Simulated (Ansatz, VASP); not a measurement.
GaN: VASP beside Ansatz

```
Ga N
1.0
     0.00000    2.13524    2.13524
     2.13524    0.00000    2.13524
     2.13524    2.13524    0.00000
Ga N
1 1
Direct
  0.94731 0.05269 0.94731
  0.50000 0.50000 0.50000
```

Alike in both runs: task single point; functional r2SCAN; k mesh 12 × 12 × 12; occupations gaussian, width 0.05 eV; no spin polarisation.

|  | VASP | Ansatz |
| --- | --- | --- |
| version | VASP 6.6.1 | Ansatz 0.2.0 |
| potentials or method | VASP PAW PBE potentials, release 64 (Ga_d, N), cutoff 520 eV | scalar-relativistic, plane waves, PAW |
| valence electrons in the cell | 18 | 18 |

VASP gave:

- gap on the k mesh at the Fermi level (eV): 0.91
- least direct gap on the mesh (eV): 2.78
- pressure (GPa): -1.3
- traceless stress, the component that is largest in VASP (GPa): 15.37
- rms of the force components (eV/Å): 0.588

Problem. Estimate Ansatz's values.

Solution. gap on the k mesh at the Fermi level (eV): 0.93; least direct gap on the mesh (eV): 2.76; pressure (GPa): -2.4; traceless stress, the component that is largest in VASP (GPa): 15.03; rms of the force components (eV/Å): 0.552.

VASP's potentials were made for PBE, not for r2SCAN. Atom by atom the forces differ by 0.035 eV/Å (rms over components).
